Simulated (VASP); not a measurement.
Cu: single point with r2SCAN

The system is Cu.

```xyz
2
Lattice="2.5341 0.0000 0.0000 -1.2670 2.1946 0.0000 0.0000 0.0000 4.1126" Properties=species:S:1:pos:R:3 pbc="T T T"
Cu    1.2670    0.7315    3.0844
Cu    0.0000    1.4631    1.0281
```

```json
{"Program": "VASP 6.6.1", "Task": "single point", "Functional": "r2SCAN", "Potentials or basis": "VASP PAW PBE potentials, release 64 (Cu)", "Cutoff": "520 eV", "k mesh": "7 × 7 × 4", "Occupations": "fermi-dirac, width 0.05 eV", "Spin": "no spin polarisation", "Dipole correction": "no", "Further INCAR settings": "ALGO = Normal; EDIFF = 1e-07; NBANDS = 18"}
```

* Pressure: 0.5 GPa
* Band gap on the k mesh: zero (band 11 reaches 10.36 eV, above the bottom of band 12 at 5.68 eV)

Stress tensor (GPa, compression positive):
```
0.17 0.00 0.00
0.00 0.17 0.00
0.00 0.00 1.28
```

Levels at points of the mesh, in eV from the Fermi level:
```csv
k point,band 8,band 9,band 10,band 11,band 12,band 13,band 14,band 15
"(0.00, 0.00, 0.00)",-2.58,-2.58,-1.77,-1.77,-0.96,4.34,22.45,23.25
"(0.00, 0.00, 0.50)",-3.12,-2.01,-2.01,-2.01,-2.01,13.54,13.54,23.20
```

Run time: 35 s on 1 thread of Intel(R) Xeon(R) Platinum 8488C (Sapphire Rapids) (shared host), peak memory 0.14 GiB.

Caveat: the k points lie up to 0.41 Å⁻¹ apart; the PAW data sets were made with another functional, which shifts forces and pressure a little.
